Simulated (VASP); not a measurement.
SiC, 2 atoms in the cell. It takes space group I-4m2 (No. 119, tetragonal). The conventional cell has a = 3.080 Å, b = 3.080 Å, c = 4.530 Å, α = 90.00°, β = 90.00°, γ = 90.00°. Within 2.5 Å of Si (site symmetry -4m2) lie 4 C at 1.91 Å. Within 2.5 Å of C (site symmetry -4m2) lie 4 Si at 1.91 Å.  This cell differs from its parent crystal: uniaxial z strain +4.0%.

| Item | Value |
| --- | --- |
| Program | VASP 6.6.1 |
| Task | single point |
| Functional | PBE |
| Potentials or basis | VASP PAW PBE potentials, release 64 (Si, C) |
| Cutoff | 520 eV |
| k mesh | 10 × 10 × 10 |
| Occupations | fermi-dirac, width 0.02 eV |
| Spin | no spin polarisation |
| Dipole correction | no |
| Further INCAR settings | ALGO = Normal; EDIFF = 1e-06; NBANDS = 11 |

Potentials or basis: VASP PAW PBE potentials, release 64 (Si, C).

Launch:

```sh
$ cat potpaw_PBE.64/Si/POTCAR potpaw_PBE.64/C/POTCAR > POTCAR
$ mpirun -np 1 vasp_std > vasp.out
```

Hardware: 1 thread of Intel Xeon 8259CL, on a shared host.

How long does it take, and how much memory?

Wall time 26 s on 1 thread of Intel Xeon 8259CL, on a shared host, peak memory 0.14 GiB. Counts: scf iterations 12, k points 102.
